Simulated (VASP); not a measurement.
# C (Fd-3m) in VASP: notebook

The runs below take C through single point, with r2SCAN.

Program: VASP 6.6.1. These are calculated values, not measurements. Logs are shortened: lines on timing, memory, paths and dates and some standing lists are left out, and cuts for length are marked.

## 1. The cell of the first run

Symmetry: Fd-3m, No. 227, cubic system. The conventional cell has a = 3.543 Å, b = 3.543 Å, c = 3.543 Å, α = 90.00°, β = 90.00°, γ = 90.00°. C (site symmetry -43m) has 4 C at 1.53 Å within 2.0 Å.

## 2. Single point, r2SCAN

POSCAR reads:

```
C
1.0
    0.0000000000      1.7714007132      1.7714007132
    1.7714007132      0.0000000000      1.7714007132
    1.7714007132      1.7714007132      0.0000000000
C
2
Direct
    0.7500000000      0.7500000000      0.7500000000
    0.5000000000      0.5000000000      0.5000000000
```

INCAR.step1 reads:

```
SYSTEM = C
PREC = Accurate
ENCUT = 520
ISMEAR = -1
SIGMA = 0.05
LREAL = .False.
LASPH = .True.
NELM = 80
NBANDS = 11
GGA = PE
ALGO = Normal
EDIFF = 1E-4
LWAVE = .True.
LCHARG = .False.
```

INCAR.step2 reads:

```
SYSTEM = C
PREC = Accurate
ENCUT = 520
EDIFF = 1E-6
ISMEAR = -1
SIGMA = 0.05
LREAL = .False.
LASPH = .True.
NELM = 80
ALGO = Normal
ISIF = 2
LWAVE = .False.
LCHARG = .True.
METAGGA = R2SCAN
LMIXTAU = .True.
LELF = .True.
LVHAR = .True.
NBANDS = 11
ISTART = 1
```

KPOINTS reads:

```
Automatic mesh
0
Gamma
  13 13 13
  0 0 0
```

Potentials or basis: VASP PAW PBE potentials, release 64 (C).

On the command line:

```sh
$ cat potpaw_PBE.64/C/POTCAR > POTCAR
$ cp INCAR.step1 INCAR
$ mpirun -np 1 vasp_std > vasp.out
$ cp INCAR.step2 INCAR
$ mpirun -np 1 vasp_std > vasp.out
```

OUTCAR:

```text
SYSTEM = C
   PREC = Accurate
   ENCUT = 520
   EDIFF = 1E-6
   ISMEAR = -1
   LREAL = .False.
   LASPH = .True.
   NELM = 80
   ISIF = 2
   METAGGA = R2SCAN
   ISTART = 1

 ion  position               nearest neighbor table
   1  0.750  0.750  0.750-   2 1.53   2 1.53   2 1.53   2 1.53
   2  0.500  0.500  0.500-   1 1.53   1 1.53   1 1.53   1 1.53

  LATTYP: Found a face centered cubic cell.
 ALAT       =     3.5428014264

  Lattice vectors:

 A1 = (   0.0000000000,   1.7714007132,   1.7714007132)
 A2 = (   1.7714007132,   0.0000000000,   1.7714007132)
 A3 = (   1.7714007132,   1.7714007132,   0.0000000000)

Analysis of symmetry for initial positions (statically):
=====================================================================
 Subroutine PRICEL returns:
 Original cell was already a primitive cell.

 Routine SETGRP: Setting up the symmetry group for a
 face centered cubic supercell.

 Subroutine GETGRP returns: Found 48 space group operations
 (whereof 24 operations were pure point group operations)
 out of a pool of 48 trial point group operations.

The static configuration has the point symmetry T_d .
 The point group associated with its full space group is O_h .

Analysis of symmetry for dynamics (positions and initial velocities):
=====================================================================
 Subroutine PRICEL returns:
 Original cell was already a primitive cell.

 Routine SETGRP: Setting up the symmetry group for a
 face centered cubic supercell.

 Subroutine GETGRP returns: Found 48 space group operations
 (whereof 24 operations were pure point group operations)
 out of a pool of 48 trial point group operations.

The dynamic configuration has the point symmetry T_d .
 The point group associated with its full space group is O_h .

 Subroutine INISYM returns: Found 48 space group operations
 (whereof 24 operations are pure point group operations),
 and found     1 'primitive' translations

----------------------------------------------------------------------------------------

                                     Primitive cell

  volume of cell :      11.1168

  direct lattice vectors                    reciprocal lattice vectors
     0.000000000  1.771400713  1.771400713    -0.282262503  0.282262503  0.282262503
     1.771400713  0.000000000  1.771400713     0.282262503 -0.282262503  0.282262503
     1.771400713  1.771400713  0.000000000     0.282262503  0.282262503 -0.282262503

  length of vectors
     2.505138913  2.505138913  2.505138913     0.488892997  0.488892997  0.488892997

  position of ions in fractional coordinates (direct lattice)
     0.750000000  0.750000000  0.750000000
     0.500000000  0.500000000  0.500000000

  ion indices of the primitive-cell ions
   primitive index   ion index
                 1           1
                 2           2

----------------------------------------------------------------------------------------

 KPOINTS: Automatic mesh

Automatic generation of k-mesh.
 Grid dimensions read from file:
 generate k-points for:   13   13   13

 Generating k-lattice:

  Cartesian coordinates                     Fractional coordinates (reciprocal lattice)
    -0.021712500  0.021712500  0.021712500     0.076923077  0.000000000  0.000000000
     0.021712500 -0.021712500  0.021712500     0.000000000  0.076923077  0.000000000
     0.021712500  0.021712500 -0.021712500     0.000000000  0.000000000  0.076923077

  Length of vectors
     0.037607154  0.037607154  0.037607154

  Shift w.r.t. Gamma in fractional coordinates (k-lattice)
     0.000000000  0.000000000  0.000000000

 Subroutine IBZKPT returns following result:
 ===========================================

 Found     84 irreducible k-points:

 Following reciprocal coordinates:
            Coordinates               Weight
  0.000000  0.000000  0.000000      1.000000
  0.076923  0.000000  0.000000      8.000000
  0.153846  0.000000  0.000000      8.000000
  0.230769  0.000000  0.000000      8.000000
  0.307692  0.000000  0.000000      8.000000
  0.384615  0.000000  0.000000      8.000000
[... 16 lines left out ...]
  0.384615  0.153846  0.000000     24.000000
  0.461538  0.153846  0.000000     24.000000
 [... further k-points ...]
   k-points           NKPTS =     84   k-points in BZ     NKDIM =     84   number of bands    NBANDS=     11
   number of dos      NEDOS =    301   number of ions     NIONS =      2
   total plane-waves  NPLWV =   8000
   dimension x,y,z NGX =    20 NGY =   20 NGZ =   20
   dimension x,y,z NGXF=    40 NGYF=   40 NGZF=   40
   ions per type =               2
   NGX,Y,Z   is equivalent  to a cutoff of  13.27, 13.27, 13.27 a.u.
   NGXF,Y,Z  is equivalent  to a cutoff of  26.54, 26.54, 26.54 a.u.
 SYSTEM =  C
   PREC   = accura    normal or accurate (medium, high low for compatibility)
   ISTART =      1    job   : 0-new  1-cont  2-samecut
   ICHARG =      0    charge: 1-file 2-atom 10-const
   ISPIN  =      1    spin polarized calculation?
   LNONCOLLINEAR =      F non collinear calculations
   LSORBIT =      F    spin-orbit coupling
   LASPH  =      T    aspherical Exc in radial PAW
   ENCUT  =  520.0 eV  38.22 Ry    6.18 a.u.   4.66  4.66  4.66*2*pi/ulx,y,z
   NELM   =     80;   NELMIN=  2; NELMDL=  0     # of ELM steps
   EDIFF  = 0.1E-05   stopping-criterion for ELM
   LREAL  =      F    real-space projection
   EDIFFG = 0.1E-04   stopping-criterion for IOM
   NSW    =      0    number of steps for IOM
   IBRION =     -1    ionic relax: 0-MD 1-quasi-New 2-CG
   NFREE  =      0    steps in history (QN), initial steepest desc. (CG)
   ISIF   =      2    stress and relaxation
   ISYM   =      2    0-nonsym 1-usesym 2-fastsym
   POTIM  = 0.5000    time-step for ionic-motion
   TEBEG  =    0.0;   TEEND  =   0.0 temperature during run
   PSTRESS=    0.0 pullay stress
   NELECT =       8.0000    total number of electrons
   NUPDOWN=      -1.0000    fix difference up-down
   EMIN   =  10.00;   EMAX   =-10.00  energy-range for DOS
   EFERMI =   0.00;   METHOD = LEGACY
   ISMEAR =    -1;   SIGMA  =   0.05  broadening in eV -4-tet -1-fermi 0-gaus
   EFERMI_NEDOS =   21; number of points for ismear=-14 and -15
   IALGO  =     38    algorithm
   IMIX   =      4    mixing-type and parameters
     AMIX     =   0.40;   BMIX     =  1.00
     AMIX_MAG =   1.60;   BMIX_MAG =  1.00
  volume/ion in A,a.u.               =       5.56        37.51
  Fermi-wavevector in a.u.,A,eV,Ry     =   1.467049  2.772321 29.282913  2.152233
  Thomas-Fermi vector in A             =   2.582714
   LORBIT       =      0    0 simple, 1 ext, 2 COOP (PROOUT), +10 PAW based schemes
   METAGGA = R2SCAN    functional components
   LHFCALC =     F    Hartree Fock is set to
   AEXX    =    0.0000 exact exchange contribution
   IVDW    =     0    specifies the selected vdW correction
   LEPSILON=     F    determine dielectric tensor
   LRPA    =     F    only Hartree local field effects (RPA)
 non-spin polarized calculation
  energy-cutoff  :      520.00
  volume of cell :       11.12
 maximum number of plane-waves:       310
   NGX =  9   NGY =  9   NGZ =  9

 number of electron       7.9999999 magnetization

 Free energy of the ion-electron system (eV)
  ---------------------------------------------------
  ext. energy  EPLUGINS =         0.00000000
  ---------------------------------------------------
  free energy    TOTEN  =       -19.65221181 eV

  energy without entropy =      -19.65221181  energy(sigma->0) =      -19.65221181

 E-fermi :  10.9072     XC(G=0): -14.3692

 val. band max:       10.0086155460   @ k =   0.0000   0.0000   0.0000
 cond. band min:      14.3913395459   @ k =   0.3846   0.3846   0.0000
 fundamental gap:      4.3827239999
 Fermi energy:        10.9072498657

 k-point     1 :       0.0000    0.0000    0.0000
  band No.  band energies     occupation
      1     -12.9685      2.00000
      2      10.0086      2.00000
      3      10.0086      2.00000
      4      10.0086      2.00000
      5      15.8998      0.00000
      6      15.8998      0.00000
      7      15.8998      0.00000
      8      24.3144      0.00000
      9      30.6830      0.00000
     10      37.6222      0.00000
     11      37.6222      0.00000

 k-point     2 :       0.0769    0.0000    0.0000
  band No.  band energies     occupation
      1     -12.7948      2.00000
      2       8.8458      2.00000
      3       9.7037      2.00000
      4       9.7037      2.00000
      5      16.2994      0.00000
      6      16.2994      0.00000
      7      16.5984      0.00000
      8      24.4753      0.00000
      9      30.9818      0.00000
     10      35.7076      0.00000
     11      35.7076      0.00000

 k-point     3 :       0.1538    0.0000    0.0000
  band No.  band energies     occupation
      1     -12.2759      2.00000
      2       6.3957      2.00000
      3       9.0199      2.00000
      4       9.0199      2.00000
      5      17.1997      0.00000
      6      17.1997      0.00000
      7      17.7212      0.00000
      8      24.9396      0.00000
      9      31.6440      0.00000
     10      34.0549      0.00000
     11      34.0549      0.00000

 k-point     4 :       0.2308    0.0000    0.0000
  band No.  band energies     occupation
      1     -11.4181      2.00000
      2       3.6072      2.00000
      3       8.2828      2.00000
      4       8.2828      2.00000
      5      18.1020      0.00000
      6      18.1020      0.00000
      7      18.5411      0.00000
      8      25.6086      0.00000
      9      32.1289      0.00000
     10      33.4402      0.00000
     11      33.4402      0.00000
[... 239 lines left out ...]
 k-point    22 :       0.3077    0.1538    0.0000
  band No.  band energies     occupation
      1     -10.4536      2.00000
      2       2.9086      2.00000
      3       6.1485      2.00000
      4       6.7899      2.00000
      5      16.3252      0.00000
      6      21.0878      0.00000
      7      21.1903      0.00000
      8      22.9003      0.00000
      9      31.9495      0.00000
     10      33.1533      0.00000
     11      37.9152      0.00000

 k-point    23 :       0.3846    0.1538    0.0000
  band No.  band energies     occupation
      1      -9.1813      2.00000
      2       0.3327      2.00000
      3       5.8312      2.00000
      4       5.9656      2.00000
      5      17.0581      0.00000
      6      21.4575      0.00000
      7      21.4832      0.00000
      8      23.5309      0.00000
      9      32.7405      0.00000
     10      33.4876      0.00000
     11      38.4351      0.00000

 k-point    24 :       0.4615    0.1538    0.0000
  band No.  band energies     occupation
      1      -7.6700      2.00000
      2      -2.0439      2.00000
      3       5.2190      2.00000
      4       5.7896      2.00000
      5      17.5161      0.00000
      6      21.2984      0.00000
      7      21.6566      0.00000
      8      24.9312      0.00000
      9      32.0826      0.00000
     10      34.9912      0.00000
     11      38.6654      0.00000

 [... further k-points ...]
[... 5 lines left out ...]
  --------------------------------------------------------------------------------------
  -------------------------------------------------------------------------------------
  Total        0.5564361      0.5564361      0.5564361     -0.0000000     -0.0000000     -0.0000000
  in kB       80.1946592     80.1946592     80.1946592     -0.0000000     -0.0000000     -0.0000000
  external PRESSURE =      80.1946592 kB  Pullay stress =       0.0000000 kB

 VOLUME and BASIS-vectors are now :
 -----------------------------------------------------------------------------
  energy-cutoff  :      520.00
  volume of cell :       11.12
      direct lattice vectors                 reciprocal lattice vectors
     0.000000000  1.771400713  1.771400713    -0.282262503  0.282262503  0.282262503
     1.771400713  0.000000000  1.771400713     0.282262503 -0.282262503  0.282262503
     1.771400713  1.771400713  0.000000000     0.282262503  0.282262503 -0.282262503

 POSITION                                       TOTAL-FORCE (eV/Angst)
 -----------------------------------------------------------------------------------
      2.65710      2.65710      2.65710        -0.000000     -0.000000     -0.000000
      1.77140      1.77140      1.77140         0.000000      0.000000      0.000000
 -----------------------------------------------------------------------------------
    total drift:                                0.000000     -0.000000      0.000000

  FREE ENERGIE OF THE ION-ELECTRON SYSTEM (eV)
  ---------------------------------------------------
  free  energy   TOTEN  =       -19.6522118137 eV

  energy  without entropy=      -19.6522118137  energy(sigma->0) =      -19.65221181
```

Wall time 89 s (1 thread of AMD EPYC 7R13, shared host); peak memory 0.09 GiB.

Results:

- Free energy: -19.6522 eV
- Pressure: 8.0 GPa
- Band gap on the k mesh: 4.38 eV, indirect (least direct gap 5.89 eV)

Caveat: the PAW data sets were made with another functional, which shifts forces and pressure a little. r2SCAN opens gaps a little over a GGA but as a rule still falls short of measured ones.

## 3. Single point, r2SCAN

This run uses another cell than the first one, of 5.67 Å³/atom, 1.020 times its volume.

POSCAR reads:

```
C
1.0
    0.0000000000      1.7833700000      1.7833700000
    1.7833700000      0.0000000000      1.7833700000
    1.7833700000      1.7833700000      0.0000000000
C
2
Direct
    0.7500000000      0.7500000000      0.7500000000
    0.5000000000      0.5000000000      0.5000000000
```

INCAR.step1 reads:

```
SYSTEM = C
PREC     = Accurate       ! precision mode
ENCUT    = 520            ! plane-wave cutoff, eV
ISMEAR   = -1             ! smearing method
SIGMA    = 0.05           ! smearing width, eV
LREAL    = .False.        ! projectors in reciprocal space
LASPH    = .True.         ! aspherical terms in the spheres
NELM     = 60             ! most SCF steps
NBANDS   = 11             ! bands
GGA      = PE             ! functional
ALGO     = Normal         ! electronic algorithm
EDIFF    = 1E-4           ! SCF threshold, eV
LWAVE    = .True.         ! write WAVECAR
LCHARG   = .False.        ! write CHGCAR
```

INCAR.step2 reads:

```
SYSTEM = C
PREC     = Accurate       ! precision mode
ENCUT    = 520            ! plane-wave cutoff, eV
EDIFF    = 1E-6           ! SCF threshold, eV
ISMEAR   = -1             ! smearing method
SIGMA    = 0.05           ! smearing width, eV
LREAL    = .False.        ! projectors in reciprocal space
LASPH    = .True.         ! aspherical terms in the spheres
NELM     = 60             ! most SCF steps
ALGO     = Normal         ! electronic algorithm
ISIF     = 2              ! what is computed and relaxed
LWAVE    = .False.        ! write WAVECAR
LCHARG   = .False.        ! write CHGCAR
METAGGA  = R2SCAN         ! meta-GGA
LMIXTAU  = .True.       
NBANDS   = 11             ! bands
ISTART   = 1
```

KPOINTS is that of step 2.

Potentials or basis: VASP PAW PBE potentials, release 64 (C).

On the command line:

```sh
$ cat potpaw_PBE.64/C/POTCAR > POTCAR
$ cp INCAR.step1 INCAR
$ mpirun -np 1 vasp_std > vasp.out
$ cp INCAR.step2 INCAR
$ mpirun -np 1 vasp_std > vasp.out
```

It took 75 s on 1 thread of AMD EPYC 7R13, shared host; peak memory 0.09 GiB.

The run converged. Its results:

* Free energy: -19.6573 eV
* Pressure: -1.3 GPa
* Band gap on the k mesh: 4.34 eV, indirect (least direct gap 5.84 eV)

Levels at points of the mesh, in eV from the valence-band top:
```
           k point  band 2  band 3  band 4  band 5  band 6  band 7
(0.00, 0.00, 0.00)    0.00    0.00    0.00    5.84    5.84    5.84
```

Caveat: the PAW data sets were made with another functional, which shifts forces and pressure a little.
